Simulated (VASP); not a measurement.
# Hf (P6_3/mmc) in VASP: further runs

Hf is run at these levels: PBEsol; tasks: relaxation of cell and atoms, single point.

Program: VASP 6.6.1. These are calculated values, not measurements. Logs are shortened: lines on timing, memory, paths and dates and some standing lists are left out, and cuts for length are marked.

**1. The cell of the first run**

Symmetry: P6_3/mmc, No. 194, hexagonal system. The conventional cell has a = 3.197 Å, b = 3.197 Å, c = 5.058 Å, α = 90.00°, β = 90.00°, γ = 120.00°. Within 4.1 Å of Hf (site symmetry -6m2) lie 12 Hf at 3.13 to 3.20 Å.

**2. Relaxation of cell and atoms, PBEsol**

File INCAR:

```
ALGO = Normal
EDIFF = 1E-7
EDIFFG = -0.002
ENCUT = 500
GGA = PS
GGA_COMPAT = F
IBRION = 2
ISIF = 3
ISMEAR = -1
LASPH = T
LCHARG = F
LREAL = F
LWAVE = F
NELM = 120
NELMIN = 4
NSW = 100
PREC = Accurate
SIGMA = 0.08
```

File KPOINTS:

```
k-points
0
Gamma
  12 12 8
```

File POSCAR:

```
Hf
1.0
    3.1967000000      0.0000000000      0.0000000000
   -1.5983500000      2.7684234083      0.0000000000
    0.0000000000      0.0000000000      5.0578000000
Hf
2
Direct
    0.3333333333      0.6666666667      0.2500000000
    0.6666666667      0.3333333333      0.7500000000
```

Potentials or basis: VASP PAW PBE potentials, release 64 (Hf_pv).

Command:

```sh
cat potpaw_PBE.64/Hf_pv/POTCAR > POTCAR
mpirun -np 1 vasp_std > vasp.out
```

OUTCAR:

```text
EDIFF = 1E-7
   EDIFFG = -0.002
   ENCUT = 500
   GGA = PS
   IBRION = 2
   ISIF = 3
   ISMEAR = -1
   LASPH = T
   LREAL = F
   NELM = 120
   NELMIN = 4
   NSW = 100
   PREC = Accurate

 ion  position               nearest neighbor table
   1  0.333  0.667  0.250-   2 3.13   2 3.13   2 3.13   2 3.13   2 3.13   2 3.13
   2  0.667  0.333  0.750-   1 3.13   1 3.13   1 3.13   1 3.13   1 3.13   1 3.13

  LATTYP: Found a hexagonal cell.
 ALAT       =     3.1967000000
 C/A-ratio  =     1.5821941377

  Lattice vectors:

 A1 = (   3.1967000000,   0.0000000000,   0.0000000000)
 A2 = (  -1.5983500000,   2.7684234083,   0.0000000000)
 A3 = (   0.0000000000,   0.0000000000,   5.0578000000)

Analysis of symmetry for initial positions (statically):
=====================================================================
 Subroutine PRICEL returns:
 Original cell was already a primitive cell.

 Routine SETGRP: Setting up the symmetry group for a
 hexagonal supercell.

 Subroutine GETGRP returns: Found 24 space group operations
 (whereof 12 operations were pure point group operations)
 out of a pool of 24 trial point group operations.

The static configuration has the point symmetry D_3d.
 The point group associated with its full space group is D_6h.

Analysis of symmetry for dynamics (positions and initial velocities):
=====================================================================
 Subroutine PRICEL returns:
 Original cell was already a primitive cell.

 Routine SETGRP: Setting up the symmetry group for a
 hexagonal supercell.

 Subroutine GETGRP returns: Found 24 space group operations
 (whereof 12 operations were pure point group operations)
 out of a pool of 24 trial point group operations.

The dynamic configuration has the point symmetry D_3d.
 The point group associated with its full space group is D_6h.

 Subroutine INISYM returns: Found 24 space group operations
 (whereof 12 operations are pure point group operations),
 and found     1 'primitive' translations

----------------------------------------------------------------------------------------

                                     Primitive cell

  volume of cell :      44.7606

  direct lattice vectors                    reciprocal lattice vectors
     3.196700000  0.000000000  0.000000000     0.312822598  0.180608211  0.000000000
    -1.598350000  2.768423408  0.000000000     0.000000000  0.361216423  0.000000000
     0.000000000  0.000000000  5.057800000     0.000000000  0.000000000  0.197714421

  length of vectors
     3.196700000  3.196700000  5.057800000     0.361216423  0.361216423  0.197714421

  position of ions in fractional coordinates (direct lattice)
     0.333333333  0.666666667  0.250000000
     0.666666667  0.333333333  0.750000000

  ion indices of the primitive-cell ions
   primitive index   ion index
                 1           1
                 2           2

----------------------------------------------------------------------------------------

 KPOINTS: k-points

Automatic generation of k-mesh.
 Grid dimensions read from file:
 generate k-points for:   12   12    8

 Generating k-lattice:

  Cartesian coordinates                     Fractional coordinates (reciprocal lattice)
     0.026068550  0.015050684  0.000000000     0.083333333  0.000000000  0.000000000
     0.000000000  0.030101369  0.000000000     0.000000000  0.083333333  0.000000000
     0.000000000  0.000000000  0.024714303     0.000000000  0.000000000  0.125000000

  Length of vectors
     0.030101369  0.030101369  0.024714303

  Shift w.r.t. Gamma in fractional coordinates (k-lattice)
     0.000000000  0.000000000  0.000000000

 Subroutine IBZKPT returns following result:
 ===========================================

 Found     95 irreducible k-points:

 Following reciprocal coordinates:
            Coordinates               Weight
  0.000000  0.000000  0.000000      1.000000
  0.083333  0.000000  0.000000      6.000000
  0.166667  0.000000  0.000000      6.000000
  0.250000  0.000000  0.000000      6.000000
  0.333333  0.000000  0.000000      6.000000
  0.416667  0.000000  0.000000      6.000000
[... 16 lines left out ...]
  0.250000  0.000000  0.125000     12.000000
  0.333333  0.000000  0.125000     12.000000
 [... further k-points ...]
   k-points           NKPTS =     95   k-points in BZ     NKDIM =     95   number of bands    NBANDS=     14
   number of dos      NEDOS =    301   number of ions     NIONS =      2
   total plane-waves  NPLWV =  23040
   dimension x,y,z NGX =    24 NGY =   24 NGZ =   40
   dimension x,y,z NGXF=    48 NGYF=   48 NGZF=   80
   ions per type =               2
   NGX,Y,Z   is equivalent  to a cutoff of  12.48, 12.48, 13.15 a.u.
   NGXF,Y,Z  is equivalent  to a cutoff of  24.96, 24.96, 26.30 a.u.
 SYSTEM =  unknown system
   PREC   = accura    normal or accurate (medium, high low for compatibility)
   ISTART =      0    job   : 0-new  1-cont  2-samecut
   ICHARG =      2    charge: 1-file 2-atom 10-const
   ISPIN  =      1    spin polarized calculation?
   LNONCOLLINEAR =      F non collinear calculations
   LSORBIT =      F    spin-orbit coupling
   LASPH  =      T    aspherical Exc in radial PAW
   ENCUT  =  500.0 eV  36.75 Ry    6.06 a.u.   5.83  5.83  9.22*2*pi/ulx,y,z
   NELM   =    120;   NELMIN=  4; NELMDL= -5     # of ELM steps
   EDIFF  = 0.1E-06   stopping-criterion for ELM
   LREAL  =      F    real-space projection
   EDIFFG = -.2E-02   stopping-criterion for IOM
   NSW    =    100    number of steps for IOM
   IBRION =      2    ionic relax: 0-MD 1-quasi-New 2-CG
   NFREE  =      1    steps in history (QN), initial steepest desc. (CG)
   ISIF   =      3    stress and relaxation
   ISYM   =      2    0-nonsym 1-usesym 2-fastsym
   POTIM  = 0.5000    time-step for ionic-motion
   TEBEG  =    0.0;   TEEND  =   0.0 temperature during run
   PSTRESS=    0.0 pullay stress
   NELECT =      20.0000    total number of electrons
   NUPDOWN=      -1.0000    fix difference up-down
   EMIN   =  10.00;   EMAX   =-10.00  energy-range for DOS
   EFERMI =   0.00;   METHOD = LEGACY
   ISMEAR =    -1;   SIGMA  =   0.08  broadening in eV -4-tet -1-fermi 0-gaus
   EFERMI_NEDOS =   21; number of points for ismear=-14 and -15
   IALGO  =     38    algorithm
   IMIX   =      4    mixing-type and parameters
     AMIX     =   0.40;   BMIX     =  1.00
     AMIX_MAG =   1.60;   BMIX_MAG =  1.00
  volume/ion in A,a.u.               =      22.38       151.03
  Fermi-wavevector in a.u.,A,eV,Ry     =   1.251563  2.365112 21.312311  1.566411
  Thomas-Fermi vector in A             =   2.385505
   LORBIT       =      0    0 simple, 1 ext, 2 COOP (PROOUT), +10 PAW based schemes
   GGA     = PS    functional components
   LHFCALC =     F    Hartree Fock is set to
   AEXX    =    0.0000 exact exchange contribution
   IVDW    =     0    specifies the selected vdW correction
   LEPSILON=     F    determine dielectric tensor
   LRPA    =     F    only Hartree local field effects (RPA)
 conjugate gradient relaxation of ions
 non-spin polarized calculation
  energy-cutoff  :      500.00
  volume of cell :       44.76
 maximum number of plane-waves:      1152
 NGX is ok and might be reduce to    24
   NGX = 11   NGY = 11   NGZ = 19

--------------------------------------- Ionic step        1  -------------------------------------------

 number of electron      20.0000004 magnetization

 Free energy of the ion-electron system (eV)
  ---------------------------------------------------
  ext. energy  EPLUGINS =         0.00000000
  ---------------------------------------------------
  free energy    TOTEN  =       -21.00038203 eV

  energy without entropy =      -20.96481641  energy(sigma->0) =      -20.98259922

------------------------ aborting loop because EDIFF is reached ----------------------------------------

  FORCE on cell =-STRESS in cart. coord.  units (eV):
  Direction    XX          YY          ZZ          XY          YZ          ZX
  --------------------------------------------------------------------------------------
  -------------------------------------------------------------------------------------
  Total       -1.1420364     -1.1420364     -1.1605924     -0.0000000      0.0000000      0.0000000
  in kB      -40.8784559    -40.8784559    -41.5426551     -0.0000000      0.0000000      0.0000000
  external PRESSURE =     -41.0998556 kB  Pullay stress =       0.0000000 kB
[... 237 lines left out ...]
  energy  without entropy=      -20.9875568527  energy(sigma->0) =      -21.00503587

--------------------------------------- Ionic step        8  -------------------------------------------

 number of electron      19.9999996 magnetization

 Free energy of the ion-electron system (eV)
  ---------------------------------------------------
  ext. energy  EPLUGINS =         0.00000000
  ---------------------------------------------------
  free energy    TOTEN  =       -21.02251566 eV

  energy without entropy =      -20.98755812  energy(sigma->0) =      -21.00503689

 E-fermi :   5.0198     XC(G=0): -11.5653

 val. band max:        5.0064588587   @ k =   0.0833   0.0833   0.0000
 cond. band min:       5.0631346461   @ k =   0.1667   0.0000   0.3750
 fundamental gap:      0.0566757873
 Fermi energy:         5.0198220831

 k-point     1 :       0.0000    0.0000    0.0000
  band No.  band energies     occupation
      1     -25.9791      2.00000
      2     -25.1360      2.00000
      3     -25.1360      2.00000
      4     -24.9919      2.00000
      5     -24.9919      2.00000
      6     -24.9909      2.00000
      7      -2.4941      2.00000
      8       1.1826      2.00000
      9       5.8218      0.00009
     10       6.1990      0.00000
     11       6.1990      0.00000
     12       6.4784      0.00000
     13       7.0581      0.00000
     14       7.0581      0.00000
[... 375 lines left out ...]
 k-point    24 :       0.3333    0.0000    0.1250
  band No.  band energies     occupation
      1     -25.7484      2.00000
      2     -25.5731      2.00000
      3     -25.4954      2.00000
      4     -25.2811      2.00000
      5     -25.1342      2.00000
      6     -25.0754      2.00000
      7       0.3811      2.00000
      8       2.5923      2.00000
      9       3.2467      2.00000
     10       4.3448      1.99957
     11       5.7341      0.00027
     12       6.2499      0.00000
     13       6.3542      0.00000
     14       9.2603      0.00000

 [... further k-points ...]

------------------------ aborting loop because EDIFF is reached ----------------------------------------

  FORCE on cell =-STRESS in cart. coord.  units (eV):
  Direction    XX          YY          ZZ          XY          YZ          ZX
  --------------------------------------------------------------------------------------
  -------------------------------------------------------------------------------------
  Total        0.0000477      0.0000477      0.0001255     -0.0000000     -0.0000000     -0.0000000
  in kB        0.0017732      0.0017732      0.0046666     -0.0000000     -0.0000000     -0.0000000
  external PRESSURE =       0.0027376 kB  Pullay stress =       0.0000000 kB
[... 17 lines left out ...]
  FREE ENERGIE OF THE ION-ELECTRON SYSTEM (eV)
  ---------------------------------------------------
  free  energy   TOTEN  =       -21.0225156631 eV

  energy  without entropy=      -20.9875581226  energy(sigma->0) =      -21.00503689

 reached required accuracy - stopping structural energy minimisation
```

Wall time 6 min (1 thread of Oxide Virtual Turin-like, shared host); peak memory 0.17 GiB.

Results:

- Free energy: -21.0225 eV
- Relaxed volume: 21.54 Å³/atom
- Relaxed cell: a = 3.155 Å, b = 3.155 Å, c = 4.998 Å, α = 90.00°, β = 90.00°, γ = 120.00°
- Space group after relaxing (to 0.1 Å): P6_3/mmc (No. 194)
- Energy gained by relaxing: 11.1 meV/atom
- Ionic steps: 8
- Pressure after relaxing: 0.0 GPa
- Band gap on the k mesh: zero (bands 10 and 11 overlap by 1.42 eV)

Step by step:
```csv
step,energy change (eV),largest force (eV/Å),pressure (GPa),volume (Å³)
1,0.0000,0.0000,-4.11,44.76
2,0.0114,0.0000,5.73,41.14
3,-0.0221,0.0000,-0.04,43.10
4,-0.0221,0.0000,0.05,43.07
5,-0.0221,0.0000,-0.05,43.10
6,-0.0221,0.0000,-0.05,43.10
7,-0.0221,0.0000,0.02,43.08
8,-0.0221,0.0000,0.00,43.08
```

Final structure:
```cif
data_structure
_symmetry_space_group_name_H-M 'P 1'
_symmetry_Int_Tables_number 1
_cell_length_a 3.1549
_cell_length_b 3.1549
_cell_length_c 4.9980
_cell_angle_alpha 90.000
_cell_angle_beta 90.000
_cell_angle_gamma 120.000
_cell_volume 43.08
loop_
_atom_site_label
_atom_site_type_symbol
_atom_site_fract_x
_atom_site_fract_y
_atom_site_fract_z
_atom_site_occupancy
Hf1 Hf 0.33333 0.66667 0.25000 1
Hf2 Hf 0.66667 0.33333 0.75000 1
```

Levels at points of the mesh, in eV from the Fermi level:
```
           k point  band 8  band 9  band 10  band 11  band 12  band 13
(0.00, 0.00, 0.00)   -3.84    0.80     1.18     1.18     1.46     2.04
(0.50, 0.00, 0.00)   -2.89   -2.35    -0.71     0.78     0.91     1.74
(0.00, 0.00, 0.50)   -5.47    0.13     0.13     1.07     1.07     1.07
(0.50, 0.00, 0.50)   -3.53   -1.06    -1.06     1.33     1.33     2.73
```

Caveat: the PAW data sets were made with another functional, which shifts forces and pressure a little; spin-orbit coupling is left out, which moves the levels of the heavy elements.

**3. Single point, PBEsol, non-collinear spin, zero start, spin-orbit coupling**

This run uses another cell than the first one, of 21.61 Å³/atom.

File INCAR:

```
SYSTEM = Hf
ALGO = Normal
EDIFF = 1E-6
ENCUT = 500
GGA = PS
GGA_COMPAT = .FALSE.
ISIF = 2
ISMEAR = -1
LASPH = .TRUE.
LCHARG = .FALSE.
LMAXMIX = 4
LNONCOLLINEAR = .TRUE.
LORBIT = 11
LORBMOM = .TRUE.
LREAL = .FALSE.
LSORBIT = .TRUE.
LWAVE = .FALSE.
MAGMOM = 0 0 0 0 0 0
NBANDS = 32
NELM = 200
PREC = Accurate
SIGMA = 0.08
```

File KPOINTS:

```
k-points
0
G
  12 12 8
  0 0 0
```

File POSCAR:

```
Hf
1.0
    3.1577638946      0.0000000000      0.0000000000
   -1.5788819473      2.7347037519      0.0000000000
    0.0000000000      0.0000000000      5.0051809954
Hf
2
Direct
    0.3333333333      0.6666666667      0.2500000000
    0.6666666667      0.3333333333      0.7500000000
```

Potentials or basis: VASP PAW PBE potentials, release 64 (Hf_pv).

Command:

```sh
cat potpaw_PBE.64/Hf_pv/POTCAR > POTCAR
mpirun -np 1 vasp_ncl > vasp.out
```

Run time: 5.9 min. Hardware: 1 thread of Oxide Virtual Turin-like, shared host; peak memory 0.32 GiB.

The run converged. Its results:

```
Free energy                                           : -22.3986 eV
Pressure                                              : -0.7 GPa
Net moment                                            : 0.00 μB per cell
Valence electrons inside the program's atomic spheres : Hf 8.46
```

Moments on the atoms (μB; x, y, z):
```
Hf  0.00 0.00 0.00
Hf  0.00 0.00 0.00
```

Caveat: the PAW data sets were made with another functional, which shifts forces and pressure a little.

The gap in the log of VASP goes by the Fermi energy; the results here count the filled bands.